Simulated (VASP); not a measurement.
A run of VASP 6.6.1 is set up as follows.

The input INCAR:

```
  PREC = Accurate
  ENCUT = 520
  EDIFF = 1E-6
  ISMEAR = -1
  SIGMA = 0.1
  LREAL = False
  LASPH = True
  NELM = 100
  ALGO = Normal
  ISIF = 2
  LWAVE = False
  LCHARG = False
  NBANDS = 10
```

Contents of KPOINTS:

```
regular mesh
0
Gamma
  14 14 14
```

POSCAR

```
Rb
1.0
   -2.7557602620      2.7557602620      2.7557602620
    2.7557602620     -2.7557602620      2.7557602620
    2.7557602620      2.7557602620     -2.7557602620
Rb
1
Direct
    0.0000000000      0.0000000000      0.0000000000
```

Potentials or basis: VASP PAW LDA potentials, release 64 (Rb_sv).

The run is started by

```console
$ cat potpaw_LDA.64/Rb_sv/POTCAR > POTCAR
$ mpirun -np 1 vasp_std > vasp.out
```

(1) What does it give for the pressure?

## Answers

(1) -0.2 GPa.
